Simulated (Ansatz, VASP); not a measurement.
One calculation of Te, two programs

File INCAR:

```
PREC = Accurate
ENCUT = 600
EDIFF = 1E-7
ISMEAR = 0
SIGMA = 0.1
LREAL = F
LASPH = T
NELM = 100
ALGO = Normal
ISIF = 3
LWAVE = F
LCHARG = F
GGA = PE
IBRION = 2
NSW = 100
EDIFFG = -0.01
```

The input KPOINTS:

```
regular mesh
0
Gamma
  16 16 18
```

The input POSCAR:

```
Te
1.0
    2.3318043715     -2.3790379351      0.0000000000
    2.3318043715      2.3790379351      0.0000000000
    0.0000000000      0.0000000000      2.9814924069
Te
1
Direct
    0.5000000000      0.5000000000      0.5000000000
```

Input for Ansatz:

```yaml
crystal:
  lattice:
    - [2.3318043715, -2.3790379351, 0.0]
    - [2.3318043715, 2.3790379351, 0.0]
    - [0.0, 0.0, 2.9814924069]
  atoms:
    - { symbol: Te, position: [0.5, 0.5, 0.5] }
basis:
  ecutwfc: 420
kpoints:
  mp_grid: { grid: [16, 16, 18] }
hamiltonian:
  xc: pbe
scf:
  occupations: { method: gaussian, width: 0.1 }
output:
  forces: true
  stress: true
  eigenvalues: true
relax:
  adjacent_minimum: "off"
  f_tol: 0.01
  max_steps: 80
  cell: { stress_tol: 0.05 }
```

Alike in both runs: task relaxation of cell and atoms; functional PBE; k mesh 16 × 16 × 18; occupations gaussian, width 0.1 eV; no spin polarisation.

```csv
,VASP,Ansatz
version,VASP 6.6.1,Ansatz 0.2.0
potentials or method,"VASP PAW PBE potentials, release 64 (Te), cutoff 600 eV","scalar-relativistic, plane waves, PAW"
valence electrons in the cell,6,16
```

Ansatz gave:

| Property | Result |
| --- | --- |
| gap on the k mesh at the Fermi level, each at its own relaxed structure (eV) | none |
| relaxed volume (Å³/atom) | 32.79 |
| relaxed length of the cell vector where the two differ most in proportion (Å) | 3.174 |

Task: What did VASP give for the same quantities?

Result: gap on the k mesh at the Fermi level, each at its own relaxed structure (eV): none; relaxed volume (Å³/atom): 32.75; relaxed length of the cell vector where the two differ most in proportion (Å): 3.171.

A gap of «none» marks a metal or a gap that the smearing closes. VASP's potentials hold 6 valence electrons a cell and Ansatz's 16, so a difference there can come from the potentials and not from the codes.

Spin-orbit coupling is off throughout.
